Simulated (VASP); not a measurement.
# SnSe2 (P-6m2) in VASP: single point with PBE+D3(BJ)

Aim: the single point of SnSe2 with PBE+D3(BJ).

All numbers are computed with VASP 6.6.1; they aren't measurements. Logs are shortened: lines on timing, memory, paths and dates and some standing lists are left out, and cuts for length are marked.

## 1. The cell of the first run

It takes space group P-6m2 (No. 187, hexagonal). Conventional cell: a = 4.113 Å, b = 4.113 Å, c = 5.869 Å, α = 90.00°, β = 90.00°, γ = 120.00°. Within 3.8 Å of Sn (site symmetry -6m2) lie 6 Se at 2.91 Å. Within 3.4 Å of Se (site symmetry 3m) lie 2 Se at 2.49 to 3.38 Å and 3 Sn at 2.91 Å.

## 2. Single point, PBE+D3(BJ)

Input file POSCAR:

```
SnSe2
1.0
    4.1129010580      0.0000000000      0.0000000000
   -2.0564505290      3.5618767995      0.0000000000
    0.0000000000      0.0000000000      5.8693322466
Sn Se
1 2
Direct
    0.0000000000      0.0000000000      0.5000000000
    0.3333333333      0.6666666667      0.2121273981
    0.3333333333      0.6666666667      0.7878726019
```

Input file INCAR.step1:

```
SYSTEM = SnSe2
PREC     = Accurate       ! precision mode
ENCUT    = 520            ! plane-wave cutoff, eV
EDIFF    = 1E-6           ! SCF threshold, eV
ISMEAR   = 0              ! smearing method
SIGMA    = 0.02           ! smearing width, eV
LREAL    = .FALSE.        ! projectors in reciprocal space
LASPH    = .TRUE.         ! aspherical terms in the spheres
NELM     = 60             ! most SCF steps
ALGO     = Normal         ! electronic algorithm
ISIF     = 2              ! what is computed and relaxed
LWAVE    = .FALSE.        ! write WAVECAR
LCHARG   = .TRUE.         ! write CHGCAR
GGA      = PE             ! functional
IVDW     = 12             ! dispersion correction
NBANDS   = 20             ! bands
```

Input file KPOINTS.step1:

```
Automatic mesh
0
G
  12 12 6
  0 0 0
```

Input file INCAR.step2:

```
SYSTEM = SnSe2
PREC     = Accurate       ! precision mode
ENCUT    = 520            ! plane-wave cutoff, eV
EDIFF    = 1E-6           ! SCF threshold, eV
ISMEAR   = -5             ! smearing method
SIGMA    = 0.02           ! smearing width, eV
LREAL    = .FALSE.        ! projectors in reciprocal space
LASPH    = .TRUE.         ! aspherical terms in the spheres
NELM     = 60             ! most SCF steps
ALGO     = Normal         ! electronic algorithm
ISIF     = 2              ! what is computed and relaxed
LWAVE    = .FALSE.        ! write WAVECAR
LCHARG   = .FALSE.        ! write CHGCAR
GGA      = PE             ! functional
IVDW     = 12             ! dispersion correction
LORBIT   = 10             ! projections on sites
NBANDS   = 20             ! bands
NEDOS    = 2001           ! points of the DOS
ICHARG   = 11             ! starting density
```

Input file KPOINTS.step2:

```
Automatic mesh
0
G
  18 18 9
  0 0 0
```

Potentials or basis: VASP PAW PBE potentials, release 64 (Sn_d, Se).

Launch:

```console
> cat potpaw_PBE.64/Sn_d/POTCAR potpaw_PBE.64/Se/POTCAR > POTCAR
> cp INCAR.step1 INCAR
> cp KPOINTS.step1 KPOINTS
> mpirun -np 1 vasp_std > vasp.out
> cp INCAR.step2 INCAR
> cp KPOINTS.step2 KPOINTS
> mpirun -np 1 vasp_std > vasp.out
```

OUTCAR:

```text
SYSTEM = SnSe2
   PREC = Accurate
   ENCUT = 520
   EDIFF = 1E-6
   ISMEAR = -5
   LREAL = .FALSE.
   LASPH = .TRUE.
   NELM = 60
   ISIF = 2
   GGA = PE
   IVDW = 12
   LORBIT = 10
   ICHARG = 11
 IVDW          = 12

 ion  position               nearest neighbor table
   1  0.000  0.000  0.500-   2 2.91   3 2.91   2 2.91   3 2.91   2 2.91   3 2.91
   2  0.333  0.667  0.212-   3 2.49   1 2.91   1 2.91   1 2.91
   3  0.333  0.667  0.788-   2 2.49   1 2.91   1 2.91   1 2.91

  LATTYP: Found a hexagonal cell.
 ALAT       =     4.1129010580
 C/A-ratio  =     1.4270540827

  Lattice vectors:

 A1 = (   4.1129010580,   0.0000000000,   0.0000000000)
 A2 = (  -2.0564505290,   3.5618767995,   0.0000000000)
 A3 = (   0.0000000000,   0.0000000000,   5.8693322466)

Analysis of symmetry for initial positions (statically):
=====================================================================
 Subroutine PRICEL returns:
 Original cell was already a primitive cell.

 Routine SETGRP: Setting up the symmetry group for a
 hexagonal supercell.

 Subroutine GETGRP returns: Found 12 space group operations
 (whereof 12 operations were pure point group operations)
 out of a pool of 24 trial point group operations.

The static configuration has the point symmetry D_3h.

Analysis of symmetry for dynamics (positions and initial velocities):
=====================================================================
 Subroutine PRICEL returns:
 Original cell was already a primitive cell.

 Routine SETGRP: Setting up the symmetry group for a
 hexagonal supercell.

 Subroutine GETGRP returns: Found 12 space group operations
 (whereof 12 operations were pure point group operations)
 out of a pool of 24 trial point group operations.

The dynamic configuration has the point symmetry D_3h.

 Subroutine INISYM returns: Found 12 space group operations
 (whereof 12 operations are pure point group operations),
 and found     1 'primitive' translations

----------------------------------------------------------------------------------------

                                     Primitive cell

  volume of cell :      85.9836

  direct lattice vectors                    reciprocal lattice vectors
     4.112901058  0.000000000  0.000000000     0.243137383  0.140375434  0.000000000
    -2.056450529  3.561876799  0.000000000     0.000000000  0.280750867  0.000000000
     0.000000000  0.000000000  5.869332247     0.000000000  0.000000000  0.170377133

  length of vectors
     4.112901058  4.112901058  5.869332247     0.280750867  0.280750867  0.170377133

  position of ions in fractional coordinates (direct lattice)
     0.000000000  0.000000000  0.500000000
     0.333333333  0.666666667  0.212127398
     0.333333333  0.666666667  0.787872602

  ion indices of the primitive-cell ions
   primitive index   ion index
                 1           1
                 2           2
                 3           3

----------------------------------------------------------------------------------------

 KPOINTS: Automatic mesh

Automatic generation of k-mesh.
 Grid dimensions read from file:
 generate k-points for:   18   18    9

 Generating k-lattice:

  Cartesian coordinates                     Fractional coordinates (reciprocal lattice)
     0.013507632  0.007798635  0.000000000     0.055555556  0.000000000  0.000000000
     0.000000000  0.015597270  0.000000000     0.000000000  0.055555556  0.000000000
     0.000000000  0.000000000  0.018930793     0.000000000  0.000000000  0.111111111

  Length of vectors
     0.015597270  0.015597270  0.018930793

  Shift w.r.t. Gamma in fractional coordinates (k-lattice)
     0.000000000  0.000000000  0.000000000

 TETIRR: Found   2805 inequivalent tetrahedra from    17496

 Subroutine IBZKPT returns following result:
 ===========================================

 Found    185 irreducible k-points:

 Following reciprocal coordinates:
            Coordinates               Weight
  0.000000  0.000000  0.000000      1.000000
  0.055556 -0.000000  0.000000      6.000000
  0.111111 -0.000000  0.000000      6.000000
  0.166667 -0.000000  0.000000      6.000000
  0.222222 -0.000000  0.000000      6.000000
  0.277778 -0.000000  0.000000      6.000000
[... 16 lines left out ...]
  0.333333  0.111111  0.000000     12.000000
  0.388889  0.111111  0.000000     12.000000
 [... further k-points ...]
   k-points           NKPTS =    185   k-points in BZ     NKDIM =    185   number of bands    NBANDS=     20
   number of dos      NEDOS =   2001   number of ions     NIONS =      3
   total plane-waves  NPLWV =  49152
   dimension x,y,z NGX =    32 NGY =   32 NGZ =   48
   dimension x,y,z NGXF=    64 NGYF=   64 NGZF=   96
   ions per type =               1   2
   NGX,Y,Z   is equivalent  to a cutoff of  12.93, 12.93, 13.60 a.u.
   NGXF,Y,Z  is equivalent  to a cutoff of  25.87, 25.87, 27.19 a.u.
 SYSTEM =  SnSe2
   PREC   = accura    normal or accurate (medium, high low for compatibility)
   ISTART =      0    job   : 0-new  1-cont  2-samecut
   ICHARG =     11    charge: 1-file 2-atom 10-const
   ISPIN  =      1    spin polarized calculation?
   LNONCOLLINEAR =      F non collinear calculations
   LSORBIT =      F    spin-orbit coupling
   LASPH  =      T    aspherical Exc in radial PAW
   ENCUT  =  520.0 eV  38.22 Ry    6.18 a.u.   7.65  7.65 10.91*2*pi/ulx,y,z
   NELM   =     60;   NELMIN=  2; NELMDL=  0     # of ELM steps
   EDIFF  = 0.1E-05   stopping-criterion for ELM
   LREAL  =      F    real-space projection
   EDIFFG = 0.1E-04   stopping-criterion for IOM
   NSW    =      0    number of steps for IOM
   IBRION =     -1    ionic relax: 0-MD 1-quasi-New 2-CG
   NFREE  =      0    steps in history (QN), initial steepest desc. (CG)
   ISIF   =      2    stress and relaxation
   ISYM   =      2    0-nonsym 1-usesym 2-fastsym
   POTIM  = 0.5000    time-step for ionic-motion
   TEBEG  =    0.0;   TEEND  =   0.0 temperature during run
   PSTRESS=    0.0 pullay stress
   NELECT =      26.0000    total number of electrons
   NUPDOWN=      -1.0000    fix difference up-down
   EMIN   =  10.00;   EMAX   =-10.00  energy-range for DOS
   EFERMI =   0.00;   METHOD = LEGACY
   ISMEAR =    -5;   SIGMA  =   0.02  broadening in eV -4-tet -1-fermi 0-gaus
   EFERMI_NEDOS =   21; number of points for ismear=-14 and -15
   IALGO  =     38    algorithm
   IMIX   =      4    mixing-type and parameters
     AMIX     =   0.40;   BMIX     =  1.00
     AMIX_MAG =   1.60;   BMIX_MAG =  1.00
  volume/ion in A,a.u.               =      28.66       193.42
  Fermi-wavevector in a.u.,A,eV,Ry     =   1.098822  2.076472 16.427806  1.207410
  Thomas-Fermi vector in A             =   2.235206
   LORBIT       =     10    0 simple, 1 ext, 2 COOP (PROOUT), +10 PAW based schemes
   GGA     = PE    functional components
   LHFCALC =     F    Hartree Fock is set to
   AEXX    =    0.0000 exact exchange contribution
   IVDW    =    12    specifies the selected vdW correction
   LEPSILON=     F    determine dielectric tensor
   LRPA    =     F    only Hartree local field effects (RPA)
 non-spin polarized calculation
 Fermi weights with tetrahedron method with Bloechl corrections
  energy-cutoff  :      520.00
  volume of cell :       85.98
 maximum number of plane-waves:      2344
 NGX is ok and might be reduce to    32

 number of electron      25.9999995 magnetization

 Free energy of the ion-electron system (eV)
  ---------------------------------------------------
  ext. energy  EPLUGINS =         0.00000000
  ---------------------------------------------------
  free energy    TOTEN  =       -11.49613922 eV

  energy without entropy =      -11.49613922  energy(sigma->0) =      -11.49613922

 E-fermi :   4.0016     XC(G=0):  -9.0031

 val. band max:        3.9914469785   @ k =   0.3333   0.3333   0.2222
 cond. band min:       4.4479288683   @ k =   0.5000  -0.0000   0.3333
 fundamental gap:      0.4564818898
 Fermi energy:         4.0015552757

 k-point     1 :       0.0000    0.0000    0.0000
  band No.  band energies     occupation
      1     -17.5080      2.00000
      2     -17.5080      2.00000
      3     -17.4881      2.00000
      4     -17.4853      2.00000
      5     -17.4853      2.00000
      6     -10.4291      2.00000
[... 12 lines left out ...]
     19      11.3265      0.00000
     20      11.3331      0.00000

 k-point     2 :       0.0556   -0.0000    0.0000
  band No.  band energies     occupation
      1     -17.5083      2.00000
      2     -17.5073      2.00000
      3     -17.4877      2.00000
      4     -17.4859      2.00000
      5     -17.4854      2.00000
      6     -10.4144      2.00000
[... 12 lines left out ...]
     19      11.0380      0.00000
     20      11.3279      0.00000

 k-point     3 :       0.1111   -0.0000    0.0000
  band No.  band energies     occupation
      1     -17.5089      2.00000
      2     -17.5054      2.00000
      3     -17.4876      2.00000
      4     -17.4865      2.00000
      5     -17.4857      2.00000
      6     -10.3715      2.00000
[... 12 lines left out ...]
     19      10.7964      0.00000
     20      11.3605      0.00000

 k-point     4 :       0.1667   -0.0000    0.0000
  band No.  band energies     occupation
      1     -17.5100      2.00000
      2     -17.5024      2.00000
      3     -17.4902      2.00000
      4     -17.4861      2.00000
      5     -17.4847      2.00000
      6     -10.3039      2.00000
[... 429 lines left out ...]
 k-point    23 :       0.3333    0.1111    0.0000
  band No.  band energies     occupation
      1     -17.5137      2.00000
      2     -17.5023      2.00000
      3     -17.4897      2.00000
      4     -17.4893      2.00000
      5     -17.4752      2.00000
      6      -9.9252      2.00000
[... 12 lines left out ...]
     19      11.4124      0.00000
     20      13.0128      0.00000

 k-point    24 :       0.3889    0.1111    0.0000
  band No.  band energies     occupation
      1     -17.5144      2.00000
      2     -17.5038      2.00000
      3     -17.4897      2.00000
      4     -17.4878      2.00000
      5     -17.4742      2.00000
      6      -9.8735      2.00000
[... 12 lines left out ...]
     19      11.9342      0.00000
     20      13.3069      0.00000

 [... further k-points ...]

------------------------ aborting loop because EDIFF is reached ----------------------------------------

 Edisp (eV)   -0.95477

 E8    (eV) :    -0.4148

  FORCE on cell =-STRESS in cart. coord.  units (eV):
  Direction    XX          YY          ZZ          XY          YZ          ZX
  --------------------------------------------------------------------------------------
  -------------------------------------------------------------------------------------
  Total       0.17533     0.17533     0.05386     0.00000     0.00000     0.00000
  in kB       3.26708     3.26708     1.00357     0.00000     0.00000     0.00000
  external pressure =        2.51 kB  Pullay stress =        0.00 kB

 VOLUME and BASIS-vectors are now :
 -----------------------------------------------------------------------------
  energy-cutoff  :      520.00
  volume of cell :       85.98
      direct lattice vectors                 reciprocal lattice vectors
     4.112901058  0.000000000  0.000000000     0.243137383  0.140375434  0.000000000
    -2.056450529  3.561876799  0.000000000     0.000000000  0.280750867  0.000000000
     0.000000000  0.000000000  5.869332247     0.000000000  0.000000000  0.170377133

 POSITION                                       TOTAL-FORCE (eV/Angst)
 -----------------------------------------------------------------------------------
      0.00000      0.00000      2.93467         0.000000      0.000000      0.000000
     -0.00000      2.37458      1.24505        -0.000000     -0.000000     -0.038115
     -0.00000      2.37458      4.62429        -0.000000     -0.000000      0.038115
 -----------------------------------------------------------------------------------
    total drift:                                0.000199     -0.000115     -0.000000

  FREE ENERGIE OF THE ION-ELECTRON SYSTEM (eV)
  ---------------------------------------------------
  free  energy   TOTEN  =       -12.4509062668 eV

  energy  without entropy=      -12.4509062668  energy(sigma->0) =      -12.45090627

 total charge

# of ion       s       p       d       tot
------------------------------------------
    1        1.321   0.753  10.006  12.080
    2        1.503   2.230   0.035   3.768
    3        1.503   2.230   0.035   3.768
--------------------------------------------------
tot          4.327   5.213  10.076  19.616
```

Run time: 8.5 min. Hardware: 1 thread of Intel Xeon 8259CL, shared host; peak memory 0.42 GiB.

Results:

| Property | Result |
| --- | --- |
| Valence electrons inside the program's atomic spheres | Sn 12.08; Se 3.77 |
| Dispersion energy per atom | -0.318 eV |

Caveat: spin-orbit coupling is left out, which moves the levels of the heavy elements.
